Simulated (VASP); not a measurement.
Set up this calculation in VASP 6.6.1, as the native input.

```
Task                   : single point
Functional             : PBEsol
Potentials or basis    : VASP PAW PBE potentials, release 64 (Zn, S)
Cutoff                 : 520 eV
k mesh                 : 9 × 9 × 6
Occupations            : gaussian, width 0.05 eV
Spin                   : no spin polarisation
Dipole correction      : no
Further INCAR settings : ALGO = Normal; EDIFF = 1e-06; NBANDS = 26
```

The structure of ZnS lies in POSCAR:

```
ZnS
1.0
    3.7814465092      0.0000000000      0.0000000000
   -1.8907232546      3.2748287400      0.0000000000
    0.0000000000      0.0000000000      6.2087146531
Zn S
2 2
Direct
    0.3223240546      0.6967445754      0.0054424479
    0.6776759454      0.3032554246      0.5054424479
    0.3425406679      0.6415117609      0.3795575521
    0.6574593321      0.3584882391      0.8795575521
```

This cell differs from its parent crystal: atoms displaced along several vibrational modes.

The input as run:

INCAR

```
ALGO     = Normal         # electronic algorithm
EDIFF    = 1E-6           # SCF threshold, eV
ENCUT    = 520            # plane-wave cutoff, eV
GGA      = PS             # functional
ISIF     = 2              # what is computed and relaxed
ISMEAR   = 0              # smearing method
LASPH    = T              # aspherical terms in the spheres
LCHARG   = F              # write CHGCAR
LREAL    = F              # projectors in reciprocal space
LWAVE    = F              # write WAVECAR
NBANDS   = 26             # bands
NELM     = 80             # most SCF steps
PREC     = Accurate       # precision mode
SIGMA    = 0.05           # smearing width, eV
```

KPOINTS

```
k-points
0
Gamma
  9 9 6
```

Potentials or basis: VASP PAW PBE potentials, release 64 (Zn, S).

Command:

```bash
$ cat potpaw_PBE.64/Zn/POTCAR potpaw_PBE.64/S/POTCAR > POTCAR
$ mpirun -np 1 vasp_std > vasp.out
```

Results of the run:

The pressure is 0.0 GPa. The largest force is 0.163 eV/Å and the band gap on the k mesh is 2.11 eV.

Caveat: the cell differs from its parent crystal (atoms displaced along several vibrational modes); the PAW data sets were made with another functional, which shifts forces and pressure a little.

Run time: 6.5 min on 1 thread of Intel Xeon 8259CL, with other jobs on the host, peak memory 0.38 GiB.
